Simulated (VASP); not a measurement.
Write the native input for VASP 6.6.1 that does the following.

```
Task                   : single point
Functional             : PBEsol
Potentials or basis    : VASP PAW PBE potentials, release 64 (Mg, Rh_pv)
Cutoff                 : 520 eV
k mesh                 : 16 × 16 × 16
Occupations            : fermi-dirac, width 0.1 eV
Spin                   : no spin polarisation
Dipole correction      : no
Further INCAR settings : ALGO = Normal; EDIFF = 1e-06; NBANDS = 16
```

The structure of MgRh lies in POSCAR:

```
MgRh
1.0
    3.0150601431      0.0000000000      0.0000000000
    0.0000000000      3.0150601431      0.0000000000
    0.0000000000      0.0000000000      3.0150601431
Mg Rh
1 1
Direct
    0.0000000000      0.0000000000      0.0000000000
    0.5000000000      0.5000000000      0.5000000000
```

These files were run (other wordings do the same):

INCAR

```
SYSTEM = MgRh
PREC = Accurate ; ENCUT = 520
EDIFF = 1E-6 ; ISMEAR = -1
SIGMA = 0.1 ; LREAL = .FALSE.
LASPH = .TRUE. ; NELM = 100
ALGO = Normal ; ISIF = 2
LWAVE = .FALSE. ; LCHARG = .TRUE.
GGA = PS ; LELF = .TRUE.
LVHAR = .TRUE. ; NBANDS = 16
```

KPOINTS

```
regular mesh
0
G
  16 16 16
  0 0 0
```

Potentials or basis: VASP PAW PBE potentials, release 64 (Mg, Rh_pv).

Command:

```bash
$ cat potpaw_PBE.64/Mg/POTCAR potpaw_PBE.64/Rh_pv/POTCAR > POTCAR
$ mpirun -np 1 vasp_std > vasp.out
```

It gave:

- Pressure: 10.3 GPa

Caveat: the PAW data sets were made with another functional, which shifts forces and pressure a little.

Run time: 110 s on 1 thread of Oxide Virtual Turin-like Processor (shared host), peak memory 0.16 GiB.
